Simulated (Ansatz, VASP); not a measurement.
**One calculation of GaN, two programs**

POSCAR

```
GaN
1.0
    0.0000000000      2.2535006075      2.3098381227
    2.2535006075      0.0000000000      2.3098381227
    2.2535006075      2.2535006075      0.0000000000
Ga N
1 1
Direct
    0.0000000000      0.0000000000      0.0000000000
    0.7500000000      0.7500000000      0.7500000000
```

File INCAR.step1:

```
SYSTEM = GaN
ALGO     = Normal         ! electronic algorithm
EDIFF    = 1E-4           ! SCF threshold, eV
ENCUT    = 520            ! plane-wave cutoff, eV
GGA      = PE             ! functional
ISMEAR   = 0              ! smearing method
LASPH    = .True.         ! aspherical terms in the spheres
LCHARG   = .False.        ! write CHGCAR
LREAL    = .False.        ! projectors in reciprocal space
LWAVE    = .True.         ! write WAVECAR
NBANDS   = 16             ! bands
NELM     = 60             ! most SCF steps
PREC     = Accurate       ! precision mode
SIGMA    = 0.05           ! smearing width, eV
```

The input INCAR.step2:

```
SYSTEM = GaN
ALGO     = Normal         ! electronic algorithm
EDIFF    = 1E-6           ! SCF threshold, eV
ENCUT    = 520            ! plane-wave cutoff, eV
ISIF     = 2              ! what is computed and relaxed
ISMEAR   = 0              ! smearing method
ISTART   = 1            
LASPH    = .True.         ! aspherical terms in the spheres
LCHARG   = .False.        ! write CHGCAR
LMIXTAU  = .True.       
LREAL    = .False.        ! projectors in reciprocal space
LWAVE    = .False.        ! write WAVECAR
METAGGA  = R2SCAN         ! meta-GGA
NBANDS   = 16             ! bands
NELM     = 60             ! most SCF steps
PREC     = Accurate       ! precision mode
SIGMA    = 0.05           ! smearing width, eV
```

The input KPOINTS:

```
k-points
0
Gamma
  10 10 10
  0 0 0
```

Input for Ansatz:

```yaml
crystal:
  lattice:
    - [0.0, 2.2535006075, 2.3098381227]
    - [2.2535006075, 0.0, 2.3098381227]
    - [2.2535006075, 2.2535006075, 0.0]
  atoms:
    - { symbol: Ga, position: [0.0, 0.0, 0.0] }
    - { symbol: "N", position: [0.75, 0.75, 0.75] }
basis:
  ecutwfc: 500
kpoints:
  mp_grid: { grid: [10, 10, 10] }
hamiltonian:
  xc: r2scan
scf:
  occupations: { method: gaussian, width: 0.05 }
output:
  forces: true
  stress: true
  eigenvalues: true
```

Change from the starting cell: strain +0.000 along x and y, +0.025 along z, atoms carried along.

Alike in both runs: task single point; functional r2SCAN; k mesh 10 × 10 × 10; occupations gaussian, width 0.05 eV; no spin polarisation.

|  | VASP | Ansatz |
| --- | --- | --- |
| version | VASP 6.6.1 | Ansatz 0.2.0 |
| potentials or method | VASP PAW PBE potentials, release 64 (Ga_d, N), cutoff 520 eV | scalar-relativistic, plane waves, PAW |
| valence electrons in the cell | 18 | 18 |

```csv
,VASP,Ansatz,Ansatz less VASP
gap on the k mesh at the Fermi level (eV),1.91,1.92,+0.007
least direct gap on the mesh (eV),1.91,1.92,+0.007
pressure (GPa),-4.7,-5.7,-0.99
"traceless stress, the component that is largest in VASP (GPa)",-2.23,-2.33,-0.104
```

VASP's potentials were made for PBE, not for r2SCAN.
